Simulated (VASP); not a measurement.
# Zr2Si3 (R-3m) in VASP: single point with PBE

Aim: the single point of Zr2Si3 with PBE.

Everything below comes from runs of VASP 6.6.1. Logs are shortened: lines on timing, memory, paths and dates and some standing lists are left out, and cuts for length are marked.

## 1. The cell of the first run

It takes space group R-3m (No. 166, trigonal). The conventional cell has a = 3.976 Å, b = 3.976 Å, c = 19.642 Å, α = 90.00°, β = 90.00°, γ = 120.00°. Zr (site symmetry 3m) has 9 Si at 2.75 to 2.93 Å and 1 Zr at 3.51 Å within 3.6 Å. Si (site symmetry -3m) has 6 Zr at 2.75 Å and 2 Si at 3.34 Å within 3.6 Å. Si (site symmetry 3m) has 3 Si at 2.30 Å and 6 Zr at 2.85 to 2.93 Å within 3.0 Å.

## 2. Single point, PBE

INCAR

```
SYSTEM = Zr2Si3
ALGO = Normal ; EDIFF = 1E-7
ENCUT = 520 ; GGA = PE
ISIF = 2 ; ISMEAR = 0
LASPH = .True. ; LCHARG = .False.
LREAL = .False. ; LWAVE = .False.
NBANDS = 26 ; NELM = 60
PREC = Accurate ; SIGMA = 0.1
```

KPOINTS

```
k-points
0
Gamma
  12 12 12
  0 0 0
```

POSCAR

```
Zr2Si3
1.0
    1.9878658483      1.1476948826      6.5471996700
   -1.9878658483      1.1476948826      6.5471996700
    0.0000000000     -2.2953897653      6.5471996700
Zr Si
2 3
Direct
    0.4106872212      0.4106872212      0.4106872212
    0.5893127788      0.5893127788      0.5893127788
    0.0000000000      0.0000000000      0.0000000000
    0.1699830369      0.1699830369      0.1699830369
    0.8300169631      0.8300169631      0.8300169631
```

Potentials or basis: VASP PAW PBE potentials, release 64 (Zr_sv, Si).

Run with:

```bash
> cat potpaw_PBE.64/Zr_sv/POTCAR potpaw_PBE.64/Si/POTCAR > POTCAR
> mpirun -np 1 vasp_std > vasp.out
```

OUTCAR:

```text
SYSTEM = Zr2Si3
   EDIFF = 1E-7
   ENCUT = 520
   GGA = PE
   ISIF = 2
   ISMEAR = 0
   LASPH = .True.
   LREAL = .False.
   NELM = 60
   PREC = Accurate

 ion  position               nearest neighbor table
   1  0.411  0.411  0.411-   3 2.75   3 2.75   3 2.75   5 2.85   5 2.85   5 2.85   4 2.93   4 2.93
                             4 2.93   2 3.51   2 3.81   2 3.81   2 3.81
   2  0.589  0.589  0.589-   3 2.75   3 2.75   3 2.75   4 2.85   4 2.85   4 2.85   5 2.93   5 2.93
                             5 2.93   1 3.51   1 3.81   1 3.81   1 3.81
   3  0.000  0.000  0.000-   2 2.75   1 2.75   2 2.75   2 2.75   1 2.75   1 2.75
   4  0.170  0.170  0.170-   5 2.30   5 2.30   5 2.30   2 2.85   2 2.85   2 2.85   1 2.93   1 2.93
                             1 2.93
   5  0.830  0.830  0.830-   4 2.30   4 2.30   4 2.30   1 2.85   1 2.85   1 2.85   2 2.93   2 2.93
                             2 2.93

  LATTYP: Found a trigonal (rhomboedric) cell.
 ALAT       =     6.9379130647
 COS(alpha) =     0.8358101018

  Lattice vectors:

 A1 = (   1.9878658483,   1.1476948826,   6.5471996700)
 A2 = (  -1.9878658483,   1.1476948826,   6.5471996700)
 A3 = (   0.0000000000,  -2.2953897653,   6.5471996700)

Analysis of symmetry for initial positions (statically):
=====================================================================
 Subroutine PRICEL returns:
 Original cell was already a primitive cell.

 Routine SETGRP: Setting up the symmetry group for a
 trigonal (rhombohedral) supercell.

 Subroutine GETGRP returns: Found 12 space group operations
 (whereof 12 operations were pure point group operations)
 out of a pool of 12 trial point group operations.

The static configuration has the point symmetry D_3d.

Analysis of symmetry for dynamics (positions and initial velocities):
=====================================================================
 Subroutine PRICEL returns:
 Original cell was already a primitive cell.

 Routine SETGRP: Setting up the symmetry group for a
 trigonal (rhombohedral) supercell.

 Subroutine GETGRP returns: Found 12 space group operations
 (whereof 12 operations were pure point group operations)
 out of a pool of 12 trial point group operations.

The dynamic configuration has the point symmetry D_3d.

 Subroutine INISYM returns: Found 12 space group operations
 (whereof 12 operations are pure point group operations),
 and found     1 'primitive' translations

----------------------------------------------------------------------------------------

                                     Primitive cell

  volume of cell :      89.6232

  direct lattice vectors                    reciprocal lattice vectors
     1.987865848  1.147694883  6.547199670     0.251526027  0.145218620  0.050912352
    -1.987865848  1.147694883  6.547199670    -0.251526027  0.145218620  0.050912352
     0.000000000 -2.295389765  6.547199670     0.000000000 -0.290437239  0.050912352

  length of vectors
     6.937913065  6.937913065  6.937913065     0.294865830  0.294865830  0.294865830

  position of ions in fractional coordinates (direct lattice)
     0.410687221  0.410687221  0.410687221
     0.589312779  0.589312779  0.589312779
     0.000000000  0.000000000  0.000000000
     0.169983037  0.169983037  0.169983037
     0.830016963  0.830016963  0.830016963

  ion indices of the primitive-cell ions
   primitive index   ion index
                 1           1
                 2           2
                 3           3
                 4           4
                 5           5

----------------------------------------------------------------------------------------

 KPOINTS: k-points

Automatic generation of k-mesh.
 Grid dimensions read from file:
 generate k-points for:   12   12   12

 Generating k-lattice:

  Cartesian coordinates                     Fractional coordinates (reciprocal lattice)
     0.020960502  0.012101552  0.004242696     0.083333333  0.000000000  0.000000000
    -0.020960502  0.012101552  0.004242696     0.000000000  0.083333333  0.000000000
     0.000000000 -0.024203103  0.004242696    -0.000000000 -0.000000000  0.083333333

  Length of vectors
     0.024572152  0.024572152  0.024572152

  Shift w.r.t. Gamma in fractional coordinates (k-lattice)
     0.000000000  0.000000000  0.000000000

 Subroutine IBZKPT returns following result:
 ===========================================

 Found    189 irreducible k-points:

 Following reciprocal coordinates:
            Coordinates               Weight
  0.000000  0.000000  0.000000      1.000000
  0.083333 -0.000000  0.000000      6.000000
  0.166667 -0.000000  0.000000      6.000000
  0.250000 -0.000000 -0.000000      6.000000
  0.333333 -0.000000 -0.000000      6.000000
  0.416667 -0.000000  0.000000      6.000000
[... 16 lines left out ...]
  0.500000  0.166667  0.000000     12.000000
 -0.416667  0.166667  0.000000     12.000000
 [... further k-points ...]
   k-points           NKPTS =    189   k-points in BZ     NKDIM =    189   number of bands    NBANDS=     26
   number of dos      NEDOS =    301   number of ions     NIONS =      5
   total plane-waves  NPLWV = 157464
   dimension x,y,z NGX =    54 NGY =   54 NGZ =   54
   dimension x,y,z NGXF=   108 NGYF=  108 NGZF=  108
   ions per type =               2   3
   NGX,Y,Z   is equivalent  to a cutoff of  12.94, 12.94, 12.94 a.u.
   NGXF,Y,Z  is equivalent  to a cutoff of  25.88, 25.88, 25.88 a.u.
 SYSTEM =  Zr2Si3
   PREC   = accura    normal or accurate (medium, high low for compatibility)
   ISTART =      0    job   : 0-new  1-cont  2-samecut
   ICHARG =      2    charge: 1-file 2-atom 10-const
   ISPIN  =      1    spin polarized calculation?
   LNONCOLLINEAR =      F non collinear calculations
   LSORBIT =      F    spin-orbit coupling
   LASPH  =      T    aspherical Exc in radial PAW
   ENCUT  =  520.0 eV  38.22 Ry    6.18 a.u.  12.90 12.90 12.90*2*pi/ulx,y,z
   NELM   =     60;   NELMIN=  2; NELMDL= -5     # of ELM steps
   EDIFF  = 0.1E-06   stopping-criterion for ELM
   LREAL  =      F    real-space projection
   EDIFFG = 0.1E-05   stopping-criterion for IOM
   NSW    =      0    number of steps for IOM
   IBRION =     -1    ionic relax: 0-MD 1-quasi-New 2-CG
   NFREE  =      0    steps in history (QN), initial steepest desc. (CG)
   ISIF   =      2    stress and relaxation
   ISYM   =      2    0-nonsym 1-usesym 2-fastsym
   POTIM  = 0.5000    time-step for ionic-motion
   TEBEG  =    0.0;   TEEND  =   0.0 temperature during run
   PSTRESS=    0.0 pullay stress
   NELECT =      36.0000    total number of electrons
   NUPDOWN=      -1.0000    fix difference up-down
   EMIN   =  10.00;   EMAX   =-10.00  energy-range for DOS
   EFERMI =   0.00;   METHOD = LEGACY
   ISMEAR =     0;   SIGMA  =   0.10  broadening in eV -4-tet -1-fermi 0-gaus
   EFERMI_NEDOS =   21; number of points for ismear=-14 and -15
   IALGO  =     38    algorithm
   IMIX   =      4    mixing-type and parameters
     AMIX     =   0.40;   BMIX     =  1.00
     AMIX_MAG =   1.60;   BMIX_MAG =  1.00
  volume/ion in A,a.u.               =      17.92       120.96
  Fermi-wavevector in a.u.,A,eV,Ry     =   1.207913  2.282624 19.851622  1.459053
  Thomas-Fermi vector in A             =   2.343536
   LORBIT       =      0    0 simple, 1 ext, 2 COOP (PROOUT), +10 PAW based schemes
   GGA     = PE    functional components
   LHFCALC =     F    Hartree Fock is set to
   AEXX    =    0.0000 exact exchange contribution
   IVDW    =     0    specifies the selected vdW correction
   LEPSILON=     F    determine dielectric tensor
   LRPA    =     F    only Hartree local field effects (RPA)
 non-spin polarized calculation
 Gauss-broadening in eV      SIGMA  =   0.10
  energy-cutoff  :      520.00
  volume of cell :       89.62
 maximum number of plane-waves:      2445
 NGX is ok and might be reduce to    54
   NGX = 25   NGY = 25   NGZ = 25

 number of electron      36.0000000 magnetization

 Free energy of the ion-electron system (eV)
  ---------------------------------------------------
  ext. energy  EPLUGINS =         0.00000000
  ---------------------------------------------------
  free energy    TOTEN  =       -35.64816452 eV

  energy without entropy =      -35.63220992  energy(sigma->0) =      -35.64018722

 E-fermi :   9.6033     XC(G=0): -11.0590

 val. band max:        9.5893530670   @ k =  -0.1667  -0.1667   0.0833
 cond. band min:       9.6081685051   @ k =  -0.3333  -0.3333   0.1667
 fundamental gap:      0.0188154381
 Fermi energy:         9.6032773622

 k-point     1 :       0.0000    0.0000    0.0000
  band No.  band energies     occupation
      1     -39.6304      2.00000
      2     -39.6137      2.00000
      3     -17.8092      2.00000
      4     -17.6592      2.00000
      5     -17.6592      2.00000
      6     -17.6585      2.00000
[... 18 lines left out ...]
     25      12.1432      0.00000
     26      12.6674      0.00000

 k-point     2 :       0.0833   -0.0000    0.0000
  band No.  band energies     occupation
      1     -39.6298      2.00000
      2     -39.6134      2.00000
      3     -17.8056      2.00000
      4     -17.6711      2.00000
      5     -17.6623      2.00000
      6     -17.6621      2.00000
[... 18 lines left out ...]
     25      12.2111      0.00000
     26      12.8561      0.00000

 k-point     3 :       0.1667   -0.0000    0.0000
  band No.  band energies     occupation
      1     -39.6282      2.00000
      2     -39.6127      2.00000
      3     -17.7958      2.00000
      4     -17.6974      2.00000
      5     -17.6781      2.00000
      6     -17.6682      2.00000
[... 18 lines left out ...]
     25      12.3434      0.00000
     26      13.6266      0.00000

 k-point     4 :       0.2500   -0.0000   -0.0000
  band No.  band energies     occupation
      1     -39.6260      2.00000
      2     -39.6118      2.00000
      3     -17.7833      2.00000
      4     -17.7313      2.00000
      5     -17.6993      2.00000
      6     -17.6758      2.00000
[... 18 lines left out ...]
     25      12.5989      0.00000
     26      13.7335      0.00000
[... 496 lines left out ...]
      1     -39.6222      2.00000
      2     -39.6114      2.00000
      3     -17.7658      2.00000
      4     -17.7629      2.00000
      5     -17.7172      2.00000
      6     -17.6938      2.00000
[... 18 lines left out ...]
     25      12.7733      0.00000
     26      13.5903      0.00000

 k-point    23 :       0.5000    0.1667    0.0000
  band No.  band energies     occupation
      1     -39.6208      2.00000
      2     -39.6108      2.00000
      3     -17.7819      2.00000
      4     -17.7646      2.00000
      5     -17.7170      2.00000
      6     -17.7032      2.00000
[... 18 lines left out ...]
     25      12.8751      0.00000
     26      13.2679      0.00000

 k-point    24 :      -0.4167    0.1667    0.0000
  band No.  band energies     occupation
      1     -39.6205      2.00000
      2     -39.6103      2.00000
      3     -17.7889      2.00000
      4     -17.7638      2.00000
      5     -17.7183      2.00000
      6     -17.7099      2.00000
[... 18 lines left out ...]
     25      12.8217      0.00000
     26      13.2703      0.00000

 [... further k-points ...]
[... 5 lines left out ...]
  --------------------------------------------------------------------------------------
  -------------------------------------------------------------------------------------
  Total        0.0065350      0.0065350      0.0451610      0.0000000     -0.0000000      0.0000000
  in kB        0.1168252      0.1168252      0.8073343      0.0000000     -0.0000000      0.0000000
  external PRESSURE =       0.3469949 kB  Pullay stress =       0.0000000 kB

 VOLUME and BASIS-vectors are now :
 -----------------------------------------------------------------------------
  energy-cutoff  :      520.00
  volume of cell :       89.62
      direct lattice vectors                 reciprocal lattice vectors
     1.987865848  1.147694883  6.547199670     0.251526027  0.145218620  0.050912352
    -1.987865848  1.147694883  6.547199670    -0.251526027  0.145218620  0.050912352
     0.000000000 -2.295389765  6.547199670     0.000000000 -0.290437239  0.050912352

 POSITION                                       TOTAL-FORCE (eV/Angst)
 -----------------------------------------------------------------------------------
      0.00000     -0.00000      8.06655         0.000000      0.000000     -0.004966
      0.00000     -0.00000     11.57505         0.000000     -0.000000      0.004966
      0.00000      0.00000      0.00000        -0.000000      0.000000      0.000000
      0.00000     -0.00000      3.33874         0.000000      0.000000     -0.002899
      0.00000     -0.00000     16.30286         0.000000     -0.000000      0.002899
 -----------------------------------------------------------------------------------
    total drift:                               -0.000000      0.000000     -0.000000

  FREE ENERGIE OF THE ION-ELECTRON SYSTEM (eV)
  ---------------------------------------------------
  free  energy   TOTEN  =       -35.6481645240 eV

  energy  without entropy=      -35.6322099199  energy(sigma->0) =      -35.64018722
```

Wall time 46 min (1 thread of Intel Xeon 8259CL, shared host); peak memory 0.65 GiB.

Results:

| Item | Value |
| --- | --- |
| Free energy | -35.6482 eV |
| Pressure | 0.0 GPa |
| Largest force | 0.005 eV/Å |
| Band gap on the k mesh | zero (bands 18 and 19 overlap by 1.56 eV) |

Forces on the atoms (eV/Å):
```
Zr   0.000  0.000 -0.005
Zr   0.000  0.000  0.005
Si   0.000  0.000  0.000
Si   0.000  0.000 -0.003
Si   0.000  0.000  0.003
```

Levels at points of the mesh, in eV from the Fermi level:
```tsv
k point	band 15	band 16	band 17	band 18	band 19	band 20	band 21	band 22
(0.00, 0.00, 0.00)	-2.23	-1.22	-1.04	-1.04	-0.78	0.59	0.59	0.71
(0.50, 0.00, 0.00)	-3.01	-2.80	-1.67	-0.47	1.48	1.64	1.78	1.88
(0.50, 0.50, 0.00)	-2.90	-2.89	-1.42	0.78	0.84	0.94	1.75	1.97
(0.50, 0.50, 0.50)	-1.80	-1.80	-0.70	-0.70	-0.68	-0.48	-0.48	1.60
```
